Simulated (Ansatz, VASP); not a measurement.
**Ga3Se: VASP beside Ansatz**

Contents of INCAR:

```
SYSTEM = Ga3Se
ALGO = Normal
EDIFF = 1E-7
ENCUT = 520
GGA = PE
ISIF = 2
ISMEAR = 0
LASPH = .True.
LCHARG = .True.
LELF = .True.
LREAL = .False.
LVHAR = .True.
LWAVE = .False.
NBANDS = 30
NELM = 80
PREC = Accurate
SIGMA = 0.1
```

File KPOINTS:

```
k-points
0
Gamma
  4 4 4
  0 0 0
```

The input POSCAR:

```
Ga3Se
1.0
    4.4324650800      0.0000000000      0.0000000000
    0.0000000000      4.4324650800      0.0000000000
    0.0000000000      0.0000000000      4.4324650800
Ga Se
3 1
Direct
    0.0000000000      0.5000000000      0.5000000000
    0.5000000000      0.0000000000      0.5000000000
    0.5000000000      0.5000000000      0.0000000000
    0.0000000000      0.0000000000      0.0000000000
```

Input for Ansatz:

```yaml
crystal:
  lattice:
    - [4.43246508, 0.0, 0.0]
    - [0.0, 4.43246508, 0.0]
    - [0.0, 0.0, 4.43246508]
  atoms:
    - { symbol: Ga, position: [0.0, 0.5, 0.5] }
    - { symbol: Ga, position: [0.5, 0.0, 0.5] }
    - { symbol: Ga, position: [0.5, 0.5, 0.0] }
    - { symbol: Se, position: [0.0, 0.0, 0.0] }
basis:
  ecutwfc: 420
kpoints:
  mp_grid: { grid: [4, 4, 4] }
hamiltonian:
  xc: pbe
scf:
  occupations: { method: gaussian, width: 0.1 }
  lower_state_search: "off"
output:
  forces: true
  stress: true
  eigenvalues: true
```

Alike in both runs: task single point; functional PBE; k mesh 4 × 4 × 4; occupations gaussian, width 0.1 eV; no spin polarisation.

|  | VASP | Ansatz |
| --- | --- | --- |
| version | VASP 6.6.1 | Ansatz 0.2.0 |
| potentials or method | VASP PAW PBE potentials, release 64 (Ga_d, Se), cutoff 520 eV | scalar-relativistic, plane waves, PAW |
| valence electrons in the cell | 45 | 55 |

```tsv
	VASP	Ansatz	Ansatz less VASP
gap on the k mesh at the Fermi level (eV)	none	none	-
pressure (GPa)	-0.1	-0.1	-0.05
```

A gap of «none» marks a metal or a gap that the smearing closes. The functional is the same, so the differences come from potentials, cutoffs and numerics. VASP's potentials hold 45 valence electrons a cell and Ansatz's 55, so a difference there can come from the potentials and not from the codes.
